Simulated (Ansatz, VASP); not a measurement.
## CaSe: VASP beside Ansatz

Contents of POSCAR:

```
CaSe
1.0
    0.0000000000      3.2795060436      3.2795060436
    3.2795060436      0.0000000000      3.2795060436
    3.2795060436      3.2795060436      0.0000000000
Ca Se
1 1
Direct
    0.0000000000      0.0000000000      0.0000000000
    0.2500000000      0.2500000000      0.2500000000
```

Contents of INCAR.step1:

```
ALGO = Normal
EDIFF = 1E-4
ENCUT = 520
GGA = PE
ISMEAR = 0
LASPH = True
LCHARG = False
LREAL = False
LWAVE = True
NBANDS = 15
NELM = 80
PREC = Accurate
SIGMA = 0.05
```

Contents of INCAR.step2:

```
ALGO = Normal
EDIFF = 1E-6
ENCUT = 520
ISIF = 2
ISMEAR = 0
ISTART = 1
LASPH = True
LCHARG = False
LMIXTAU = True
LREAL = False
LWAVE = False
METAGGA = R2SCAN
NBANDS = 15
NELM = 80
PREC = Accurate
SIGMA = 0.05
```

The input KPOINTS:

```
k-points
0
Gamma
  6 6 6
```

Input for Ansatz:

```yaml
crystal:
  lattice:
    - [0.0, 3.2795060436, 3.2795060436]
    - [3.2795060436, 0.0, 3.2795060436]
    - [3.2795060436, 3.2795060436, 0.0]
  atoms:
    - { symbol: Ca, position: [0.0, 0.0, 0.0] }
    - { symbol: Se, position: [0.25, 0.25, 0.25] }
basis:
  ecutwfc: 500
  ecutrho_ratio: 4
kpoints:
  mp_grid: { grid: [6, 6, 6] }
hamiltonian:
  xc: r2scan
scf:
  occupations: { method: gaussian, width: 0.05 }
output:
  forces: true
  stress: true
  eigenvalues: true
```

Alike in both runs: task single point; functional r2SCAN; k mesh 6 × 6 × 6; occupations gaussian, width 0.05 eV; no spin polarisation.

```csv
,VASP,Ansatz
version,VASP 6.6.1,Ansatz 0.2.0
potentials or method,"VASP PAW PBE potentials, release 64 (Ca_sv, Se), cutoff 520 eV","scalar-relativistic, plane waves, PAW"
valence electrons in the cell,16,26
```

Ansatz gave:

* gap on the k mesh at the Fermi level (eV): 3.70
* least direct gap on the mesh (eV): 3.79
* pressure (GPa): 0.0

Problem. What did VASP give for the same quantities?

Solution. gap on the k mesh at the Fermi level (eV): 3.69; least direct gap on the mesh (eV): 3.78; pressure (GPa): 0.2.

VASP's potentials were made for PBE, not for r2SCAN. VASP's potentials hold 16 valence electrons a cell and Ansatz's 26, so a difference there can come from the potentials and not from the codes.
